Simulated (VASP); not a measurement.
# Hf3H8 (Pm-3m) in VASP: vibrations by perturbation theory with PBE

Aim: the vibrations by perturbation theory of Hf3H8 with PBE.

All numbers are computed with VASP 6.6.1; they aren't measurements. Logs are shortened: lines on timing, memory, paths and dates and some standing lists are left out, and cuts for length are marked.

## 1. The cell of the first run

The structure is cubic, space group Pm-3m (No. 221). Conventional cell: a = 4.657 Å, b = 4.657 Å, c = 4.657 Å, α = 90.00°, β = 90.00°, γ = 90.00°. Hf (site symmetry 4/mmm) has 8 H at 2.03 Å within 2.7 Å. H (site symmetry 3m) has 3 Hf at 2.03 Å and 6 H at 2.28 to 2.37 Å within 2.7 Å.

## 2. Vibrations by perturbation theory, PBE

INCAR

```
PREC = Accurate
ENCUT = 500
EDIFF = 1E-8
ISMEAR = -1
SIGMA = 0.15
LREAL = False
LASPH = True
NELM = 120
ALGO = Normal
ISIF = 2
LWAVE = False
LCHARG = True
GGA = PE
NBANDS = 30
IBRION = 8
NSW = 1
GGA_COMPAT = False
KPAR = 4
```

KPOINTS

```
regular mesh
0
Gamma
  8 8 8
```

POSCAR

```
Hf3H8
1.0
    4.6567643907      0.0000000000      0.0000000000
    0.0000000000      4.6567643907      0.0000000000
    0.0000000000      0.0000000000      4.6567643907
Hf H
3 8
Direct
    0.5000000000      0.0000000000      0.0000000000
    0.0000000000      0.5000000000      0.0000000000
    0.0000000000      0.0000000000      0.5000000000
    0.7452834769      0.7452834769      0.7452834769
    0.2547165231      0.2547165231      0.7452834769
    0.2547165231      0.7452834769      0.2547165231
    0.7452834769      0.2547165231      0.2547165231
    0.7452834769      0.7452834769      0.2547165231
    0.2547165231      0.2547165231      0.2547165231
    0.7452834769      0.2547165231      0.7452834769
    0.2547165231      0.7452834769      0.7452834769
```

Potentials or basis: VASP PAW PBE potentials, release 64 (Hf_pv, H).

On the command line:

```console
cat potpaw_PBE.64/Hf_pv/POTCAR potpaw_PBE.64/H/POTCAR > POTCAR
mpirun -np 4 vasp_std > vasp.out
```

OUTCAR:

```text
PREC = Accurate
   ENCUT = 500
   EDIFF = 1E-8
   ISMEAR = -1
   LREAL = False
   LASPH = True
   NELM = 120
   ISIF = 2
   GGA = PE
   IBRION = 8
   NSW = 1

 ion  position               nearest neighbor table
   1  0.500  0.000  0.000-   4 2.03   5 2.03   6 2.03   7 2.03   8 2.03   9 2.03  10 2.03  11 2.03
                             2 3.29   3 3.29   3 3.29   2 3.29   2 3.29   3 3.29   3 3.29   2 3.29
   2  0.000  0.500  0.000-   4 2.03   5 2.03   6 2.03   7 2.03   8 2.03   9 2.03  10 2.03  11 2.03
                             1 3.29   3 3.29   3 3.29   1 3.29   3 3.29   3 3.29   1 3.29   1 3.29
   3  0.000  0.000  0.500-   4 2.03   5 2.03   6 2.03   7 2.03   8 2.03   9 2.03  10 2.03  11 2.03
                             1 3.29   2 3.29   1 3.29   2 3.29   2 3.29   2 3.29   1 3.29   1 3.29
   4  0.745  0.745  0.745-   1 2.03   2 2.03   3 2.03
   5  0.255  0.255  0.745-   1 2.03   2 2.03   3 2.03
   6  0.255  0.745  0.255-   1 2.03   2 2.03   3 2.03
   7  0.745  0.255  0.255-   1 2.03   2 2.03   3 2.03
   8  0.745  0.745  0.255-   1 2.03   2 2.03   3 2.03
   9  0.255  0.255  0.255-   1 2.03   2 2.03   3 2.03
  10  0.745  0.255  0.745-   1 2.03   2 2.03   3 2.03
[... 1092 lines left out ...]
  4X     0.565904   -0.604195   -0.604195    1.597869   -0.612676    0.617695    1.597869    0.617695   -0.612676   -4.881858    0.988352    0.988352    0.057676   -0.014421    0.031992    0.057676    0.031992   -0.014421   -0.067980   -0.032343   -0.032343   -0.010148   -0.032131   -0.003086    0.563498   -0.342118   -0.342118   -0.010148   -0.003086   -0.032131    0.529642    0.002932    0.002932
  4Y    -0.612676    1.597869    0.617695   -0.604195    0.565904   -0.604195    0.617695    1.597869   -0.612676    0.988352   -4.881858    0.988352   -0.014421    0.057676    0.031992   -0.032343   -0.067980   -0.032343    0.031992    0.057676   -0.014421   -0.032131   -0.010148   -0.003086   -0.342118    0.563498   -0.342118    0.002932    0.529642    0.002932   -0.003086   -0.010148   -0.032131
  4Z    -0.612676    0.617695    1.597869    0.617695   -0.612676    1.597869   -0.604195   -0.604195    0.565904    0.988352    0.988352   -4.881858   -0.032343   -0.032343   -0.067980   -0.014421    0.031992    0.057676    0.031992   -0.014421    0.057676    0.002932    0.002932    0.529642   -0.342118   -0.342118    0.563498   -0.032131   -0.003086   -0.010148   -0.003086   -0.032131   -0.010148
  5X     0.565904   -0.604195    0.604195    1.597869   -0.612676   -0.617695    1.597869    0.617695    0.612676    0.057676   -0.014421   -0.031992   -4.881858    0.988352   -0.988352   -0.067980   -0.032343    0.032343    0.057676    0.031992    0.014421    0.563498   -0.342118    0.342118   -0.010148   -0.032131    0.003086    0.529642    0.002932   -0.002932   -0.010148   -0.003086    0.032131
  5Y    -0.612676    1.597869   -0.617695   -0.604195    0.565904    0.604195    0.617695    1.597869    0.612676   -0.014421    0.057676   -0.031992    0.988352   -4.881858   -0.988352    0.031992    0.057676    0.014421   -0.032343   -0.067980    0.032343   -0.342118    0.563498    0.342118   -0.032131   -0.010148    0.003086   -0.003086   -0.010148    0.032131    0.002932    0.529642   -0.002932
  5Z     0.612676   -0.617695    1.597869   -0.617695    0.612676    1.597869    0.604195    0.604195    0.565904    0.032343    0.032343   -0.067980   -0.988352   -0.988352   -4.881858   -0.031992    0.014421    0.057676    0.014421   -0.031992    0.057676    0.342118    0.342118    0.563498   -0.002932   -0.002932    0.529642    0.003086    0.032131   -0.010148    0.032131    0.003086   -0.010148
  6X     0.565904    0.604195   -0.604195    1.597869    0.612676    0.617695    1.597869   -0.617695   -0.612676    0.057676   -0.031992   -0.014421   -0.067980    0.032343   -0.032343   -4.881858   -0.988352    0.988352    0.057676    0.014421    0.031992    0.529642   -0.002932    0.002932   -0.010148    0.003086   -0.032131    0.563498    0.342118   -0.342118   -0.010148    0.032131   -0.003086
  6Y     0.612676    1.597869   -0.617695    0.604195    0.565904    0.604195   -0.617695    1.597869    0.612676    0.032343   -0.067980    0.032343   -0.031992    0.057676    0.014421   -0.988352   -4.881858   -0.988352    0.014421    0.057676   -0.031992    0.003086   -0.010148    0.032131   -0.002932    0.529642   -0.002932    0.342118    0.563498    0.342118    0.032131   -0.010148    0.003086
  6Z    -0.612676   -0.617695    1.597869    0.617695    0.612676    1.597869   -0.604195    0.604195    0.565904   -0.014421   -0.031992    0.057676    0.031992    0.014421    0.057676    0.988352   -0.988352   -4.881858   -0.032343    0.032343   -0.067980   -0.003086    0.032131   -0.010148   -0.032131    0.003086   -0.010148   -0.342118    0.342118    0.563498    0.002932   -0.002932    0.529642
  7X     0.565904    0.604195    0.604195    1.597869    0.612676   -0.617695    1.597869   -0.617695    0.612676   -0.067980    0.032343    0.032343    0.057676   -0.031992    0.014421    0.057676    0.014421   -0.031992   -4.881858   -0.988352   -0.988352   -0.010148    0.003086    0.032131    0.529642   -0.002932   -0.002932   -0.010148    0.032131    0.003086    0.563498    0.342118    0.342118
  7Y     0.612676    1.597869    0.617695    0.604195    0.565904   -0.604195   -0.617695    1.597869   -0.612676   -0.031992    0.057676   -0.014421    0.032343   -0.067980   -0.032343    0.014421    0.057676    0.031992   -0.988352   -4.881858    0.988352   -0.002932    0.529642    0.002932    0.003086   -0.010148   -0.032131    0.032131   -0.010148   -0.003086    0.342118    0.563498   -0.342118
  7Z     0.612676    0.617695    1.597869   -0.617695   -0.612676    1.597869    0.604195   -0.604195    0.565904   -0.031992   -0.014421    0.057676    0.014421    0.031992    0.057676    0.032343   -0.032343   -0.067980   -0.988352    0.988352   -4.881858    0.032131   -0.003086   -0.010148    0.003086   -0.032131   -0.010148   -0.002932    0.002932    0.529642    0.342118   -0.342118    0.563498
  8X     0.565904   -0.604195    0.604195    1.597869   -0.612676   -0.617695    1.597869    0.617695    0.612676   -0.010148   -0.032131    0.003086    0.563498   -0.342118    0.342118    0.529642    0.002932   -0.002932   -0.010148   -0.003086    0.032131   -4.881858    0.988352   -0.988352    0.057676   -0.014421   -0.031992   -0.067980   -0.032343    0.032343    0.057676    0.031992    0.014421
  8Y    -0.612676    1.597869   -0.617695   -0.604195    0.565904    0.604195    0.617695    1.597869    0.612676   -0.032131   -0.010148    0.003086   -0.342118    0.563498    0.342118   -0.003086   -0.010148    0.032131    0.002932    0.529642   -0.002932    0.988352   -4.881858   -0.988352   -0.014421    0.057676   -0.031992    0.031992    0.057676    0.014421   -0.032343   -0.067980    0.032343
  8Z     0.612676   -0.617695    1.597869   -0.617695    0.612676    1.597869    0.604195    0.604195    0.565904   -0.002932   -0.002932    0.529642    0.342118    0.342118    0.563498    0.003086    0.032131   -0.010148    0.032131    0.003086   -0.010148   -0.988352   -0.988352   -4.881858    0.032343    0.032343   -0.067980   -0.031992    0.014421    0.057676    0.014421   -0.031992    0.057676
  9X     0.565904   -0.604195   -0.604195    1.597869   -0.612676    0.617695    1.597869    0.617695   -0.612676    0.563498   -0.342118   -0.342118   -0.010148   -0.032131   -0.003086   -0.010148   -0.003086   -0.032131    0.529642    0.002932    0.002932    0.057676   -0.014421    0.031992   -4.881858    0.988352    0.988352    0.057676    0.031992   -0.014421   -0.067980   -0.032343   -0.032343
  9Y    -0.612676    1.597869    0.617695   -0.604195    0.565904   -0.604195    0.617695    1.597869   -0.612676   -0.342118    0.563498   -0.342118   -0.032131   -0.010148   -0.003086    0.002932    0.529642    0.002932   -0.003086   -0.010148   -0.032131   -0.014421    0.057676    0.031992    0.988352   -4.881858    0.988352   -0.032343   -0.067980   -0.032343    0.031992    0.057676   -0.014421
  9Z    -0.612676    0.617695    1.597869    0.617695   -0.612676    1.597869   -0.604195   -0.604195    0.565904   -0.342118   -0.342118    0.563498    0.002932    0.002932    0.529642   -0.032131   -0.003086   -0.010148   -0.003086   -0.032131   -0.010148   -0.032343   -0.032343   -0.067980    0.988352    0.988352   -4.881858   -0.014421    0.031992    0.057676    0.031992   -0.014421    0.057676
 10X     0.565904    0.604195   -0.604195    1.597869    0.612676    0.617695    1.597869   -0.617695   -0.612676   -0.010148    0.003086   -0.032131    0.529642   -0.002932    0.002932    0.563498    0.342118   -0.342118   -0.010148    0.032131   -0.003086   -0.067980    0.032343   -0.032343    0.057676   -0.031992   -0.014421   -4.881858   -0.988352    0.988352    0.057676    0.014421    0.031992
 10Y     0.612676    1.597869   -0.617695    0.604195    0.565904    0.604195   -0.617695    1.597869    0.612676   -0.002932    0.529642   -0.002932    0.003086   -0.010148    0.032131    0.342118    0.563498    0.342118    0.032131   -0.010148    0.003086   -0.031992    0.057676    0.014421    0.032343   -0.067980    0.032343   -0.988352   -4.881858   -0.988352    0.014421    0.057676   -0.031992
 10Z    -0.612676   -0.617695    1.597869    0.617695    0.612676    1.597869   -0.604195    0.604195    0.565904   -0.032131    0.003086   -0.010148   -0.003086    0.032131   -0.010148   -0.342118    0.342118    0.563498    0.002932   -0.002932    0.529642    0.031992    0.014421    0.057676   -0.014421   -0.031992    0.057676    0.988352   -0.988352   -4.881858   -0.032343    0.032343   -0.067980
 11X     0.565904    0.604195    0.604195    1.597869    0.612676   -0.617695    1.597869   -0.617695    0.612676    0.529642   -0.002932   -0.002932   -0.010148    0.003086    0.032131   -0.010148    0.032131    0.003086    0.563498    0.342118    0.342118    0.057676   -0.031992    0.014421   -0.067980    0.032343    0.032343    0.057676    0.014421   -0.031992   -4.881858   -0.988352   -0.988352
 11Y     0.612676    1.597869    0.617695    0.604195    0.565904   -0.604195   -0.617695    1.597869   -0.612676    0.003086   -0.010148   -0.032131   -0.002932    0.529642    0.002932    0.032131   -0.010148   -0.003086    0.342118    0.563498   -0.342118    0.032343   -0.067980   -0.032343   -0.031992    0.057676   -0.014421    0.014421    0.057676    0.031992   -0.988352   -4.881858    0.988352
 11Z     0.612676    0.617695    1.597869   -0.617695   -0.612676    1.597869    0.604195   -0.604195    0.565904    0.003086   -0.032131   -0.010148    0.032131   -0.003086   -0.010148   -0.002932    0.002932    0.529642    0.342118   -0.342118    0.563498    0.014421    0.031992    0.057676   -0.031992   -0.014421    0.057676    0.032343   -0.032343   -0.067980   -0.988352    0.988352   -4.881858

 Eigenvectors and eigenvalues of the dynamical matrix
   1 f  =   42.989422 THz   270.110506 2PiTHz 1433.972771 cm-1   177.789884 meV
   2 f  =   42.989422 THz   270.110506 2PiTHz 1433.972771 cm-1   177.789884 meV
   3 f  =   41.312843 THz   259.576250 2PiTHz 1378.048122 cm-1   170.856115 meV
   4 f  =   41.312843 THz   259.576250 2PiTHz 1378.048122 cm-1   170.856115 meV
   5 f  =   41.312843 THz   259.576250 2PiTHz 1378.048122 cm-1   170.856115 meV
   6 f  =   38.580192 THz   242.406496 2PiTHz 1286.896688 cm-1   159.554782 meV
[... 22 lines left out ...]
  29 f  =    3.856567 THz    24.231527 2PiTHz  128.641240 cm-1    15.949474 meV
  30 f  =    3.856567 THz    24.231527 2PiTHz  128.641240 cm-1    15.949474 meV
  31 f/i=    0.002019 THz     0.012687 2PiTHz    0.067352 cm-1     0.008351 meV
  32 f/i=    0.002019 THz     0.012687 2PiTHz    0.067352 cm-1     0.008351 meV
  33 f/i=    0.002019 THz     0.012687 2PiTHz    0.067352 cm-1     0.008351 meV

 ELASTIC MODULI CONTR FROM IONIC RELAXATION (kBar)
 Direction    XX          YY          ZZ          XY          YZ          ZX
 --------------------------------------------------------------------------------
 XX        -284.7967   -277.5144   -277.5144      0.0000      0.0000     -0.0000
 YY        -277.5144   -284.7967   -277.5144      0.0000      0.0000     -0.0000
 ZZ        -277.5144   -277.5144   -284.7967      0.0000      0.0000     -0.0000
 XY          -0.0000     -0.0000      0.0000   -505.8649      0.0000      0.0000
 YZ          -0.0000      0.0000     -0.0000      0.0000   -505.8649      0.0000
 ZX          -0.0000     -0.0000     -0.0000      0.0000     -0.0000   -505.8649
 --------------------------------------------------------------------------------
```

It took 4.7 min on 4 MPI ranks of Intel Xeon 6975P-C (Granite Rapids), shared host; peak memory 0.85 GiB.

Results:

```
Highest phonon frequency at Γ : 1434 cm⁻¹
```

Phonon frequencies in cm⁻¹ (negative: imaginary):
```tsv
q point	frequencies
(0.000, 0.000, 0.000)	0 0 0 129 129 129 160 160 160 816 829 829 829 923 923 923 963 1131 1131 1149 1149 1149 1215 1215 1215 1287 1287 1287 1378 1378 1378 1434 1434
```

Caveat: spin-orbit coupling is left out, which moves the levels of the heavy elements.
